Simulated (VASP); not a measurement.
**SnSe2: single point with PBEsol**

Crystal: SnSe2.

```
CELL_PARAMETERS angstrom
3.81587 0.00000 0.00000
-1.90794 3.30464 0.00000
0.00000 0.00000 6.12133
ATOMIC_POSITIONS crystal
Sn 0.00000 0.00000 0.00000
Se 0.33333 0.66667 0.25923
Se 0.66667 0.33333 0.74077
```

```yaml
Program: VASP 6.6.1
Task: single point
Functional: PBEsol
Potentials_or_basis: VASP PAW PBE potentials, release 64 (Sn_d, Se)
Cutoff: 520 eV
k_mesh: 10 × 10 × 6
Occupations: gaussian, width 0.05 eV
Spin: no spin polarisation
Dipole_correction: no
Further_INCAR_settings: ALGO = Normal; EDIFF = 1e-06; NBANDS = 20
```

```yaml
Pressure: 0.2 GPa
Largest_force: 0.018 eV/Å
Band_gap_on_the_k_mesh: 0.49 eV, indirect (least direct gap 0.96 eV)
```

Forces in eV/Å, atoms in the order of the input:
```
Sn   0.000  0.000  0.000
Se   0.000  0.000  0.018
Se   0.000  0.000 -0.018
```

Levels at points of the mesh, in eV from the valence-band top:
```
           k point  band 9  band 10  band 11  band 12  band 13  band 14  band 15  band 16  band 17  band 18
(0.00, 0.00, 0.00)   -0.62    -0.62    -0.38    -0.38    -0.13     0.83     2.93     4.56     4.56     7.98
(0.50, 0.00, 0.00)   -4.42    -3.12    -2.57    -1.51    -0.31     1.11     3.55     5.08     5.08     6.81
(0.00, 0.00, 0.50)   -2.34    -0.74    -0.74    -0.18    -0.18     2.44     2.82     4.24     4.24     7.56
(0.50, 0.00, 0.50)   -4.97    -2.35    -2.06    -0.98    -0.81     0.62     3.92     4.54     5.64     6.04
```

Wall time 39 s on 1 thread of Intel(R) Xeon(R) 6975P-C (Granite Rapids) (shared host), peak memory 0.25 GiB.

Caveat: the PAW data sets were made with another functional, which shifts forces and pressure a little; spin-orbit coupling is left out, which moves the levels of the heavy elements; this functional lacks dispersion, which binds the layers, so the pressure and a relaxed spacing across them are unreliable. A k mesh can miss the band edges.
